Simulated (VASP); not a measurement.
Write the native input for VASP 6.6.1 that does the following.

```
Task                   : single point
Functional             : PBEsol
Potentials or basis    : VASP PAW PBE potentials, release 64 (Al, O)
Cutoff                 : 520 eV
k mesh                 : 12 × 12 × 4
Occupations            : gaussian, width 0.01 eV
Spin                   : no spin polarisation
Dipole correction      : no
Further INCAR settings : ALGO = Normal; EDIFF = 1e-06; NBANDS = 20
```

The structure of Al2O3 lies in POSCAR:

```
Al2O3
1.0
    2.8843250000      0.0000000000      0.0000000000
   -1.4421620000      2.4978990000      0.0000000000
    0.0000000000      0.0000000000      9.3367540000
Al O
2 3
Direct
    0.0000000000      0.0000000000      0.1499920000
    0.0000000000      0.0000000000      0.8500080000
    0.3333333333      0.6666666667      0.2223170000
    0.6666666667      0.3333333333      0.0000000000
    0.3333333333      0.6666666667      0.7776830000
```

One way to write it, as run:

INCAR

```
SYSTEM = Al2O3
  PREC = Accurate
  ENCUT = 520
  EDIFF = 1E-6
  ISMEAR = 0
  SIGMA = 0.01
  LREAL = .FALSE.
  LASPH = .TRUE.
  NELM = 100
  ALGO = Normal
  ISIF = 2
  LWAVE = .FALSE.
  LCHARG = .TRUE.
  GGA = PS
  LELF = .TRUE.
  LVHAR = .TRUE.
  NBANDS = 20
```

KPOINTS

```
regular mesh
0
G
  12 12 4
  0 0 0
```

Potentials or basis: VASP PAW PBE potentials, release 64 (Al, O).

Launch:

```bash
$ cat potpaw_PBE.64/Al/POTCAR potpaw_PBE.64/O/POTCAR > POTCAR
$ mpirun -np 1 vasp_std > vasp.out
```

Results of the run:

The pressure is -2.8 GPa and the largest force is 0.143 eV/Å. The band gap on the k mesh is 4.74 eV, indirect (least direct gap 4.98 eV).

Caveat: the PAW data sets were made with another functional, which shifts forces and pressure a little.

It took 39 s on 1 thread of Intel(R) Xeon(R) 6975P-C (Granite Rapids), with other jobs on the host, peak memory 0.22 GiB.
